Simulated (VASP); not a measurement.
Wanted: the native input for a VASP 6.6.1 run.

```yaml
Task: single point
Functional: PBE
Potentials_or_basis: VASP PAW PBE potentials, release 64 (Hf_pv, N)
Cutoff: 520 eV
k_mesh: 5 × 5 × 5
Occupations: fermi-dirac, width 0.03 eV
Spin: no spin polarisation
Dipole_correction: no
Further_INCAR_settings: ALGO = Normal; EDIFF = 1e-06; NBANDS = 14
```

The structure of HfN lies in POSCAR:

```
HfN
1.0
    2.8250300000      0.0000000000      0.0000000000
    0.0000000000      2.8250300000      0.0000000000
    0.0000000000      0.0000000000      2.8250300000
Hf N
1 1
Direct
    0.5000000000      0.5000000000      0.5000000000
    0.0000000000      0.0000000000      0.0000000000
```

One way to write it, as run:

INCAR

```
  PREC = Accurate
  ENCUT = 520
  EDIFF = 1E-6
  ISMEAR = -1
  SIGMA = 0.03
  LREAL = False
  LASPH = True
  NELM = 80
  ALGO = Normal
  ISIF = 2
  LWAVE = False
  LCHARG = True
  GGA = PE
  LELF = True
  LVHAR = True
  NBANDS = 14
```

KPOINTS

```
regular mesh
0
Gamma
  5 5 5
```

Potentials or basis: VASP PAW PBE potentials, release 64 (Hf_pv, N).

The run is started by

```sh
$ cat potpaw_PBE.64/Hf_pv/POTCAR potpaw_PBE.64/N/POTCAR > POTCAR
$ mpirun -np 1 vasp_std > vasp.out
```

It gave:

```json
{
 "Pressure": "-3.1 GPa"
}
```

Caveat: the k points lie up to 0.44 Å⁻¹ apart.

Wall time 3.7 s on 1 thread of AMD EPYC 9R45 96-Core Processor (Zen 5) (shared host), peak memory 0.11 GiB.
